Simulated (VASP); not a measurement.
**TaTiN: single point with PBE**

TaTiN:

```
CELL_PARAMETERS angstrom
3.42137 0.00000 0.00000
0.00000 3.42137 0.00000
0.00000 0.00000 6.54157
ATOMIC_POSITIONS crystal
Ti 0.00000 0.00000 0.75000
Ti 0.00000 0.00000 0.25000
Ta 0.50000 0.50000 0.00000
Ta 0.50000 0.50000 0.50000
N 0.50000 0.00000 0.50000
N 0.00000 0.50000 0.00000
```

The cell was generated, and may not be a known phase.

| Quantity | Value |
| --- | --- |
| Program | VASP 6.6.1 |
| Task | single point |
| Functional | PBE |
| Potentials or basis | VASP PAW PBE potentials, release 64 (Ti_sv, Ta_pv, N) |
| Cutoff | 520 eV |
| k mesh | 6 × 6 × 4 |
| Occupations | gaussian, width 0.1 eV |
| Spin | collinear spin |
| Starting moments | [-1.0, 1.0, 0.0, 0.0, 0.0, 0.0] μB |
| Dipole correction | no |
| Further INCAR settings | ALGO = Normal; EDIFF = 1e-06; NBANDS = 41 |

```
Pressure                                              : 69.5 GPa
Band gap on the k mesh                                : zero (filled and empty bands overlap)
Net moment                                            : 0.00 μB per cell
Valence electrons inside the program's atomic spheres : Ti 10.26; Ta 9.71; N 4.00
```

Stress tensor (GPa, compression positive):
```
106.36   0.00   0.00
  0.00 106.36   0.00
  0.00   0.00  -4.31
```

Levels at points of the mesh, in eV from the Fermi level:
Spin up:
```csv
k point,band 26,band 27,band 28,band 29,band 30,band 31
"(0.00, 0.00, 0.00)",-0.17,-0.16,-0.16,0.30,0.30,0.48
"(0.50, 0.00, 0.00)",-1.14,-1.01,-0.38,0.62,0.97,1.26
"(0.50, 0.50, 0.00)",-0.94,-0.72,-0.72,1.35,2.04,2.20
"(0.00, 0.00, 0.50)",-0.49,0.06,0.06,0.14,0.14,0.47
"(0.50, 0.00, 0.50)",-1.09,-0.99,0.18,0.44,0.58,0.69
"(0.50, 0.50, 0.50)",-1.45,-0.70,-0.70,1.68,1.68,2.17
```
Spin down:
```tsv
k point	band 26	band 27	band 28	band 29	band 30	band 31
(0.00, 0.00, 0.00)	-0.17	-0.16	-0.16	0.30	0.30	0.48
(0.50, 0.00, 0.00)	-1.14	-1.01	-0.38	0.62	0.97	1.26
(0.50, 0.50, 0.00)	-0.94	-0.72	-0.72	1.35	2.04	2.20
(0.00, 0.00, 0.50)	-0.49	0.06	0.06	0.14	0.14	0.47
(0.50, 0.00, 0.50)	-1.09	-0.99	0.18	0.44	0.58	0.69
(0.50, 0.50, 0.50)	-1.45	-0.70	-0.70	1.68	1.68	2.17
```

It took 2 min on 1 thread of Intel(R) Xeon(R) 6975P-C (Granite Rapids), with other jobs on the host, peak memory 0.31 GiB.

Caveat: the stress differs along the axes, from -4 to 106 GPa; spin-orbit coupling is left out, which moves the levels of the heavy elements.
